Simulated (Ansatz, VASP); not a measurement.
**ScTa3F in VASP and in Ansatz**

File INCAR:

```
PREC = Accurate
ENCUT = 520
EDIFF = 1E-6
ISMEAR = 0
SIGMA = 0.1
LREAL = F
LASPH = T
NELM = 150
ALGO = Normal
ISIF = 2
LWAVE = F
LCHARG = F
ISPIN = 2
MAGMOM = 0 1 1 1 0
LORBIT = 11
LMAXMIX = 4
GGA = PE
NBANDS = 38
```

Contents of KPOINTS:

```
Automatic mesh
0
Gamma
  4 4 4
```

File POSCAR:

```
ScTa3F
1.0
    4.0269344000      0.0000000000      0.0000000000
    0.0000000000      4.0269344000      0.0000000000
    0.0000000000      0.0000000000      6.0119049800
Sc Ta F
1 3 1
Direct
    0.0000000000      0.0000000000      0.5000000000
    0.5000000000      0.5000000000      0.2154877700
    0.5000000000      0.5000000000      0.7845122300
    0.0000000000      0.0000000000      0.0000000000
    0.5000000000      0.5000000000      0.5000000000
```

Input for Ansatz:

```yaml
crystal:
  lattice:
    - [4.0269344, 0.0, 0.0]
    - [0.0, 4.0269344, 0.0]
    - [0.0, 0.0, 6.01190498]
  atoms:
    - { symbol: Sc, position: [0.0, 0.0, 0.5] }
    - { symbol: Ta, position: [0.5, 0.5, 0.21548777], spin: 1.0 }
    - { symbol: Ta, position: [0.5, 0.5, 0.78451223], spin: 1.0 }
    - { symbol: Ta, position: [0.0, 0.0, 0.0], spin: 1.0 }
    - { symbol: F, position: [0.5, 0.5, 0.5] }
basis:
  ecutwfc: 420
kpoints:
  mp_grid: { grid: [4, 4, 4] }
hamiltonian:
  xc: pbe
scf:
  occupations: { method: gaussian, width: 0.1 }
  lower_state_search: "off"
output:
  forces: true
  stress: true
  eigenvalues: true
  populations: true
magnetization:
  spin_polarized: true
```

Alike in both runs: task single point; functional PBE; k mesh 4 × 4 × 4; occupations gaussian, width 0.1 eV; collinear spin.

```csv
,VASP,Ansatz
version,VASP 6.6.1,Ansatz 0.2.0
potentials or method,"VASP PAW PBE potentials, release 64 (Sc_sv, Ta_pv, F), cutoff 520 eV","scalar-relativistic, plane waves, PAW"
valence electrons in the cell,51,57
```

|  | VASP | Ansatz | Ansatz less VASP |
| --- | --- | --- | --- |
| gap on the k mesh at the Fermi level (eV) | none | none | - |
| pressure (GPa) | 13.5 | 13.2 | -0.34 |
| traceless stress, the component that is largest in VASP (GPa) | 59.98 | 59.14 | -0.840 |
| rms of the force components (eV/Å) | 4.522 | 4.458 | -0.0634 |
| net moment per atom (μB) | 0.00 | 0.00 | -0.001 |

Atom by atom the forces differ by 0.063 eV/Å (rms over components). A gap of «none» marks a metal or a gap that the smearing closes. VASP's potentials hold 51 valence electrons a cell and Ansatz's 57, so a difference there can come from the potentials and not from the codes. Ansatz's warnings: seeded moment not kept.

The k mesh is coarse, so the values compare programs but aren't converged. Spin-orbit coupling is off throughout.
